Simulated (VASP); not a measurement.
A run of VASP 6.6.1 is set up as follows.

File INCAR:

```
SYSTEM = Ti
ALGO = Normal ; EDIFF = 1E-6
ENCUT = 500 ; GGA = PE
GGA_COMPAT = .FALSE. ; ISIF = 2
ISMEAR = 0 ; LASPH = .TRUE.
LCHARG = .TRUE. ; LELF = .TRUE.
LREAL = .FALSE. ; LVHAR = .TRUE.
LWAVE = .FALSE. ; NBANDS = 12
NELM = 120 ; PREC = Accurate
SIGMA = 0.15
```

The input KPOINTS:

```
k-points
0
G
  14 14 14
  0 0 0
```

POSCAR

```
Ti
1.0
   -1.6410000000      1.6410000000      1.6410000000
    1.6410000000     -1.6410000000      1.6410000000
    1.6410000000      1.6410000000     -1.6410000000
Ti
1
Direct
    0.0000000000      0.0000000000      0.0000000000
```

Potentials or basis: VASP PAW PBE potentials, release 64 (Ti_sv).

Run with:

```bash
$ cat potpaw_PBE.64/Ti_sv/POTCAR > POTCAR
$ mpirun -np 1 vasp_std > vasp.out
```

**Question.** Predict the pressure.

**Answer.** -2.6 GPa.

**Question.** Estimate the band gap on the k mesh.

**Answer.** Zero (band 6 reaches 8.88 eV, above the bottom of band 7 at 7.25 eV).
